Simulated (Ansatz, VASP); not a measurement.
Two plane-wave programs on Ti3Al

Contents of INCAR:

```
SYSTEM = Ti3Al
  ALGO = Fast
  EDIFF = 1E-6
  ENCUT = 520
  GGA = PS
  ISIF = 2
  ISMEAR = 0
  LASPH = .TRUE.
  LCHARG = .FALSE.
  LREAL = .FALSE.
  LWAVE = .FALSE.
  NBANDS = 28
  NELM = 60
  PREC = Accurate
  SIGMA = 0.15
```

Contents of KPOINTS:

```
k-points
0
G
  18 18 6
  0 0 0
```

POSCAR

```
Ti3Al
1.0
    2.6503369693      0.0000000000      0.0000000000
   -1.3251684846      2.2952591440      0.0000000000
    0.0000000000      0.0000000000     10.0341757657
Ti Al
3 1
Direct
    0.6666666667      0.3333333333      0.0000000000
    0.3333333333      0.6666666667      0.7511732072
    0.3333333333      0.6666666667      0.2488267928
    0.6666666667      0.3333333333      0.5000000000
```

Input for Ansatz:

```yaml
crystal:
  lattice:
    - [2.6503369693, 0.0, 0.0]
    - [-1.3251684846, 2.295259144, 0.0]
    - [0.0, 0.0, 10.0341757657]
  atoms:
    - { symbol: Ti, position: [0.6666666667, 0.3333333333, 0.0] }
    - { symbol: Ti, position: [0.3333333333, 0.6666666667, 0.7511732072] }
    - { symbol: Ti, position: [0.3333333333, 0.6666666667, 0.2488267928] }
    - { symbol: Al, position: [0.6666666667, 0.3333333333, 0.5] }
basis:
  ecutwfc: 520.0
kpoints:
  mp_grid: { grid: [18, 18, 6] }
hamiltonian:
  xc: pbesol
  pseudopotentials: { kind: paw, azcp: { folder: soft_1 } }
scf:
  occupations: { method: gaussian, width: 0.15 }
output:
  forces: true
  stress: true
  eigenvalues: true
```

Alike in both runs: task single point; functional PBEsol; k mesh 18 × 18 × 6; occupations gaussian, width 0.15 eV; no spin polarisation.

```csv
,VASP,Ansatz
version,VASP 6.6.1,Ansatz 0.2.0
potentials or method,"VASP PAW PBE potentials, release 64 (Ti_sv, Al), cutoff 520 eV","scalar-relativistic, plane waves, PAW"
valence electrons in the cell,39,39
```

|  | VASP | Ansatz | Ansatz less VASP |
| --- | --- | --- | --- |
| gap on the k mesh at the Fermi level (eV) | none | none | - |
| pressure (GPa) | 9.8 | 10.1 | +0.31 |
| traceless stress, the component that is largest in VASP (GPa) | -14.47 | -14.58 | -0.112 |
| rms of the force components (eV/Å) | 0.293 | 0.298 | +0.0057 |

VASP's potentials were made for PBE, not for PBEsol, and Ansatz warns of the same on its side. Atom by atom the forces differ by 0.006 eV/Å (rms over components). A gap of «none» marks a metal or a gap that the smearing closes. With one functional, cell and mesh, what is left measures potentials, basis and numerics.
